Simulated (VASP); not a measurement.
LiCl, 8 atoms in the cell. Symmetry: P4_12_12, No. 92, tetragonal system. The conventional cell has a = 6.719 Å, b = 6.719 Å, c = 3.566 Å, α = 90.00°, β = 90.00°, γ = 90.00°. Within 3.2 Å of Li (site symmetry 2) lie 4 Cl at 2.39 to 2.41 Å. Cl (site symmetry 2) has 4 Li at 2.39 to 2.41 Å within 3.2 Å.  This cell differs from its parent crystal: volume scaled by 0.97, then relaxed in part.

| Item | Value |
| --- | --- |
| Program | VASP 6.6.1 |
| Task | single point |
| Functional | PBE |
| Potentials or basis | VASP PAW PBE potentials, release 64 (Li_sv, Cl) |
| Cutoff | 520 eV |
| k mesh | 4 × 4 × 6 |
| Occupations | gaussian, width 0.02 eV |
| Spin | no spin polarisation |
| Dipole correction | no |
| Further INCAR settings | ALGO = Normal; EDIFF = 1e-07; NBANDS = 30 |

Potentials or basis: VASP PAW PBE potentials, release 64 (Li_sv, Cl).

Launch:

```console
$ cat potpaw_PBE.64/Li_sv/POTCAR potpaw_PBE.64/Cl/POTCAR > POTCAR
$ mpirun -np 1 vasp_std > vasp.out
```

Hardware: 1 thread of Intel(R) Xeon(R) 6975P-C (Granite Rapids), with other jobs on the host.

Task: Estimate the wall time of this run.

Result: Wall time 58 s on 1 thread of Intel(R) Xeon(R) 6975P-C (Granite Rapids), with other jobs on the host, peak memory 0.28 GiB. Counts: scf iterations 15, k points 24.
